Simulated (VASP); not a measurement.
# Ti (P6_3/mmc) in VASP: settings compared, part 2 of 2

VASP 6.6.1. Earlier steps stand in the parts before.

### 3 Single point, LDA

This run uses another cell than the first one, of 17.99 Å³/atom, 1.020 times its volume.

Contents of INCAR:

```
SYSTEM = Ti
  PREC = Accurate
  ENCUT = 520
  EDIFF = 1E-6
  ISMEAR = -1
  SIGMA = 0.05
  LREAL = .FALSE.
  LASPH = .TRUE.
  NELM = 60
  ALGO = Normal
  ISIF = 2
  LWAVE = .FALSE.
  LCHARG = .TRUE.
  LELF = .TRUE.
  LVHAR = .TRUE.
  NBANDS = 19
```

Contents of KPOINTS:

```
Automatic mesh
0
G
  10 10 6
  0 0 0
```

Contents of POSCAR:

```
Ti
1.0
    2.9695369932      0.0000000000      0.0000000000
   -1.4847684966      2.5716944736      0.0000000000
    0.0000000000      0.0000000000      4.7109942807
Ti
2
Direct
    0.6666666667      0.3333333333      0.7500000000
    0.3333333333      0.6666666667      0.2500000000
```

Potentials or basis: VASP PAW LDA potentials, release 64 (Ti_sv).

Command:

```sh
> cat potpaw_LDA.64/Ti_sv/POTCAR > POTCAR
> mpirun -np 1 vasp_std > vasp.out
```

OUTCAR:

```text
SYSTEM = Ti
   PREC = Accurate
   ENCUT = 520
   EDIFF = 1E-6
   ISMEAR = -1
   LREAL = .FALSE.
   LASPH = .TRUE.
   NELM = 60
   ISIF = 2

 ion  position               nearest neighbor table
   1  0.667  0.333  0.750-   2 2.91   2 2.91   2 2.91   2 2.91   2 2.91   2 2.91
   2  0.333  0.667  0.250-   1 2.91   1 2.91   1 2.91   1 2.91   1 2.91   1 2.91

  LATTYP: Found a hexagonal cell.
 ALAT       =     2.9695369932
 C/A-ratio  =     1.5864406780

  Lattice vectors:

 A1 = (   2.9695369932,   0.0000000000,   0.0000000000)
 A2 = (  -1.4847684966,   2.5716944736,   0.0000000000)
 A3 = (   0.0000000000,   0.0000000000,   4.7109942807)

Analysis of symmetry for initial positions (statically):
=====================================================================
 Subroutine PRICEL returns:
 Original cell was already a primitive cell.

 Routine SETGRP: Setting up the symmetry group for a
 hexagonal supercell.

 Subroutine GETGRP returns: Found 24 space group operations
 (whereof 12 operations were pure point group operations)
 out of a pool of 24 trial point group operations.

The static configuration has the point symmetry D_3d.
[... 157 lines left out ...]
  ext. energy  EPLUGINS =         0.00000000
  ---------------------------------------------------
  free energy    TOTEN  =       -16.95788724 eV

  energy without entropy =      -16.93662950  energy(sigma->0) =      -16.94725837

 E-fermi :   7.7127     XC(G=0): -11.6171

 val. band max:        7.7045722723   @ k =   0.1000   0.0000   0.1667
 cond. band min:       7.7322104287   @ k =   0.0000   0.0000   0.3333
 fundamental gap:      0.0276381564
 Fermi energy:         7.7127499457

 k-point     1 :       0.0000    0.0000    0.0000
  band No.  band energies     occupation
      1     -48.4939      2.00000
      2     -48.3691      2.00000
      3     -25.4378      2.00000
      4     -24.8398      2.00000
      5     -24.8398      2.00000
      6     -24.7862      2.00000
[... 505 lines left out ...]
      6     -24.9770      2.00000
[... 11 lines left out ...]
     18      10.9836      0.00000
     19      11.6883      0.00000

 [... further k-points ...]
[... 5 lines left out ...]
  --------------------------------------------------------------------------------------
  -------------------------------------------------------------------------------------
  Total       -2.5346076     -2.5346076     -2.6898661      0.0000000      0.0000000      0.0000000
  in kB     -112.8757453   -112.8757453   -119.7899991      0.0000000      0.0000000      0.0000000
  external PRESSURE =    -115.1804966 kB  Pullay stress =       0.0000000 kB

 VOLUME and BASIS-vectors are now :
 -----------------------------------------------------------------------------
  energy-cutoff  :      520.00
  volume of cell :       35.98
      direct lattice vectors                 reciprocal lattice vectors
     2.969536993  0.000000000  0.000000000     0.336752835  0.194424340  0.000000000
    -1.484768497  2.571694474  0.000000000     0.000000000  0.388848679  0.000000000
     0.000000000  0.000000000  4.710994281     0.000000000  0.000000000  0.212269415

 POSITION                                       TOTAL-FORCE (eV/Angst)
 -----------------------------------------------------------------------------------
      1.48477      0.85723      3.53325         0.000000      0.000000      0.000000
     -0.00000      1.71446      1.17775        -0.000000     -0.000000      0.000000
 -----------------------------------------------------------------------------------
    total drift:                               -0.000000      0.000000     -0.000000

  FREE ENERGIE OF THE ION-ELECTRON SYSTEM (eV)
  ---------------------------------------------------
  free  energy   TOTEN  =       -16.9578872375 eV

  energy  without entropy=      -16.9366295050  energy(sigma->0) =      -16.94725837
```

stdout:

```text
POSCAR found type information on POSCAR Ti
 POSCAR found :  1 types and       2 ions
 scaLAPACK will be used
 LDA part: xc-table for (Slater(with rela. corr.)+CA(PZ))
 , standard interpolation
 POSCAR, INCAR and KPOINTS ok, starting setup
 FFT: planning ... GRIDC
 FFT: planning ... GRID_SOFT
 FFT: planning ... GRID
 WAVECAR not read
 entering main loop
```

Run time: 20 s. Hardware: 1 thread of AMD EPYC 9R45 (Zen 5), shared host; peak memory 0.12 GiB.

What came out:

| Quantity | Value |
| --- | --- |
| Free energy | -16.9579 eV |
| Pressure | -11.5 GPa |
| Band gap on the k mesh | zero (band 12 reaches 8.45 eV, above the bottom of band 13 at 7.52 eV) |

Stress tensor (GPa, compression positive):
```
-11.29   0.00   0.00
  0.00 -11.29   0.00
  0.00   0.00 -11.98
```

Levels at points of the mesh, in eV from the Fermi level:
```csv
k point,band 8,band 9,band 10,band 11,band 12,band 13,band 14,band 15,band 16,band 17
"(0.00, 0.00, 0.00)",-32.46,-6.03,-2.58,0.74,0.74,0.79,0.84,1.21,1.21,1.53
"(0.50, 0.00, 0.00)",-32.53,-2.26,-2.05,-1.75,-0.57,0.45,0.59,1.12,3.20,3.39
"(0.00, 0.00, 0.50)",-32.51,-4.23,-4.23,0.09,0.09,0.65,0.65,0.65,0.65,2.66
"(0.50, 0.00, 0.50)",-32.61,-2.44,-2.44,-0.77,-0.77,1.31,1.31,1.64,1.64,3.33
```

### 4 Single point, PBEsol+D3(BJ)

This run uses another cell than the first one, of 17.99 Å³/atom, 1.020 times its volume.

Contents of INCAR:

```
ALGO = Fast ; EDIFF = 1E-6
ENCUT = 520 ; GGA = PS
ISIF = 2 ; ISMEAR = -1
IVDW = 12 ; LASPH = True
LCHARG = True ; LELF = True
LREAL = False ; LVHAR = True
LWAVE = False ; NBANDS = 19
NELM = 100 ; PREC = Accurate
SIGMA = 0.05
```

Contents of KPOINTS:

```
k-points
0
Gamma
  10 10 6
```

POSCAR is that of step 3.

Potentials or basis: VASP PAW PBE potentials, release 64 (Ti_sv).

Command:

```sh
> cat potpaw_PBE.64/Ti_sv/POTCAR > POTCAR
> mpirun -np 1 vasp_std > vasp.out
```

OUTCAR:

```text
EDIFF = 1E-6
   ENCUT = 520
   GGA = PS
   ISIF = 2
   ISMEAR = -1
   IVDW = 12
   LASPH = True
   LREAL = False
   NELM = 100
   PREC = Accurate
 IVDW          = 12

 ion  position               nearest neighbor table
   1  0.667  0.333  0.750-   2 2.91   2 2.91   2 2.91   2 2.91   2 2.91   2 2.91
   2  0.333  0.667  0.250-   1 2.91   1 2.91   1 2.91   1 2.91   1 2.91   1 2.91

  LATTYP: Found a hexagonal cell.
 ALAT       =     2.9695369932
 C/A-ratio  =     1.5864406780

  Lattice vectors:

 A1 = (   2.9695369932,   0.0000000000,   0.0000000000)
 A2 = (  -1.4847684966,   2.5716944736,   0.0000000000)
 A3 = (   0.0000000000,   0.0000000000,   4.7109942807)

Analysis of symmetry for initial positions (statically):
=====================================================================
 Subroutine PRICEL returns:
 Original cell was already a primitive cell.

 Routine SETGRP: Setting up the symmetry group for a
 hexagonal supercell.

 Subroutine GETGRP returns: Found 24 space group operations
 (whereof 12 operations were pure point group operations)
 out of a pool of 24 trial point group operations.

The static configuration has the point symmetry D_3d.
 The point group associated with its full space group is D_6h.

Analysis of symmetry for dynamics (positions and initial velocities):
=====================================================================
 Subroutine PRICEL returns:
 Original cell was already a primitive cell.

 Routine SETGRP: Setting up the symmetry group for a
 hexagonal supercell.

 Subroutine GETGRP returns: Found 24 space group operations
 (whereof 12 operations were pure point group operations)
 out of a pool of 24 trial point group operations.

The dynamic configuration has the point symmetry D_3d.
 The point group associated with its full space group is D_6h.

 Subroutine INISYM returns: Found 24 space group operations
 (whereof 12 operations are pure point group operations),
 and found     1 'primitive' translations

[... 114 lines left out ...]
     AMIX_MAG =   1.60;   BMIX_MAG =  1.00
  volume/ion in A,a.u.               =      17.99       121.39
  Fermi-wavevector in a.u.,A,eV,Ry     =   1.430447  2.703152 27.839939  2.046178
  Thomas-Fermi vector in A             =   2.550291
   LORBIT       =      0    0 simple, 1 ext, 2 COOP (PROOUT), +10 PAW based schemes
   GGA     = PS    functional components
   LHFCALC =     F    Hartree Fock is set to
   AEXX    =    0.0000 exact exchange contribution
   IVDW    =    12    specifies the selected vdW correction
   LEPSILON=     F    determine dielectric tensor
   LRPA    =     F    only Hartree local field effects (RPA)
 non-spin polarized calculation
 RMM-DIIS sequential band-by-band and
  energy-cutoff  :      520.00
  volume of cell :       35.98
 maximum number of plane-waves:      1014
 NGX is ok and might be reduce to    24
   NGX = 11   NGY = 11   NGZ = 17

 number of electron      24.0000002 magnetization

 Free energy of the ion-electron system (eV)
  ---------------------------------------------------
  ext. energy  EPLUGINS =         0.00000000
  ---------------------------------------------------
  free energy    TOTEN  =       -16.61932412 eV

  energy without entropy =      -16.59923639  energy(sigma->0) =      -16.60928026

 E-fermi :   7.8336     XC(G=0): -11.4686

 val. band max:        7.8305758216   @ k =   0.1000   0.1000   0.1667
 cond. band min:       7.8453114838   @ k =   0.3000   0.3000   0.3333
 fundamental gap:      0.0147356622
 Fermi energy:         7.8335710404

 k-point     1 :       0.0000    0.0000    0.0000
  band No.  band energies     occupation
      1     -48.8442      2.00000
      2     -48.7240      2.00000
      3     -25.4975      2.00000
      4     -24.9117      2.00000
      5     -24.9117      2.00000
      6     -24.8585      2.00000
[... 505 lines left out ...]
      6     -25.0461      2.00000
[... 11 lines left out ...]
     18      11.1310      0.00000
     19      11.8172      0.00000

 [... further k-points ...]

------------------------ aborting loop because EDIFF is reached ----------------------------------------

 Edisp (eV)   -1.15765

 E8    (eV) :    -0.8101

  FORCE on cell =-STRESS in cart. coord.  units (eV):
  Direction    XX          YY          ZZ          XY          YZ          ZX
  --------------------------------------------------------------------------------------
  -------------------------------------------------------------------------------------
  Total      -2.90112    -2.90112    -3.01646     0.00000    -0.00000     0.00000
  in kB    -129.19791  -129.19791  -134.33440     0.00000    -0.00000     0.00000
  external pressure =     -130.91 kB  Pullay stress =        0.00 kB

 VOLUME and BASIS-vectors are now :
 -----------------------------------------------------------------------------
  energy-cutoff  :      520.00
  volume of cell :       35.98
      direct lattice vectors                 reciprocal lattice vectors
     2.969536993  0.000000000  0.000000000     0.336752835  0.194424340  0.000000000
    -1.484768497  2.571694474  0.000000000     0.000000000  0.388848679  0.000000000
     0.000000000  0.000000000  4.710994281     0.000000000  0.000000000  0.212269415

 POSITION                                       TOTAL-FORCE (eV/Angst)
 -----------------------------------------------------------------------------------
      1.48477      0.85723      3.53325        -0.000000      0.000000      0.000000
     -0.00000      1.71446      1.17775         0.000000     -0.000000      0.000000
 -----------------------------------------------------------------------------------
    total drift:                               -0.000000      0.000000     -0.000000

  FREE ENERGIE OF THE ION-ELECTRON SYSTEM (eV)
  ---------------------------------------------------
  free  energy   TOTEN  =       -17.7769721224 eV

  energy  without entropy=      -17.7568843975  energy(sigma->0) =      -17.76692826
```

OSZICAR:

```text
N       E                     dE             d eps       ncg     rms          rms(c)
DAV:   1     0.265697443741E+03    0.26570E+03   -0.13076E+04  2128   0.156E+03
DAV:   2     0.112870325769E+02   -0.25441E+03   -0.25038E+03  2185   0.443E+02
DAV:   3    -0.177604255383E+02   -0.29047E+02   -0.28689E+02  3962   0.123E+02
[... 26 lines left out ...]
RMM:  30    -0.166193189975E+02   -0.19432E-05   -0.24588E-05  2434   0.247E-02    0.119E-02
RMM:  31    -0.166193207572E+02   -0.17597E-05   -0.20263E-05  2704   0.239E-02    0.863E-03
RMM:  32    -0.166193220807E+02   -0.13235E-05   -0.14459E-05  2262   0.199E-02    0.738E-03
RMM:  33    -0.166193233124E+02   -0.12317E-05   -0.13025E-05  2439   0.179E-02    0.729E-03
RMM:  34    -0.166193241196E+02   -0.80728E-06   -0.90829E-06  2175   0.154E-02
   1 F= -.17776972E+02 E0= -.17766928E+02  d E =-.200877E-01
```

It took 64 s on 1 thread of AMD EPYC 9R45 (Zen 5), shared host; peak memory 0.15 GiB.

Results:

```
Free energy                : -17.7770 eV
Pressure                   : -13.1 GPa
Band gap on the k mesh     : zero (band 12 reaches 8.60 eV, above the bottom of band 13 at 7.61 eV)
Dispersion energy per atom : -0.579 eV
```

Caveat: the PAW data sets were made with another functional, which shifts forces and pressure a little; pairwise dispersion overbinds metals, which lowers pressure and volume.

### 5 The runs side by side

```csv
level,potentials or basis,cell,gap on the mesh (eV),pressure (GPa)
SVWN5,"VASP PAW PBE potentials, release 64 (Ti_sv)","a = 2.950, b = 2.950, c = 4.680 Å, angles 90.0, 90.0, 120.0°, 2 atoms",none,-10.0
LDA,"VASP PAW LDA potentials, release 64 (Ti_sv)","a = 2.970, b = 2.970, c = 4.711 Å, angles 90.0, 90.0, 120.0°, 2 atoms",none,-11.5
PBEsol+D3(BJ),"VASP PAW PBE potentials, release 64 (Ti_sv)","a = 2.970, b = 2.970, c = 4.711 Å, angles 90.0, 90.0, 120.0°, 2 atoms",none,-13.1
```

Alike in all rows: task single point; no spin polarisation; k mesh 10 × 10 × 6; cutoff (eV) 520; smearing fermi-dirac 0.05 eV.

Caveats: the PAW data sets were made with another functional, which shifts forces and pressure a little (some runs); pairwise dispersion overbinds metals, which lowers pressure and volume (some runs).

Absolute energies hang on the potentials; compare differences alone.
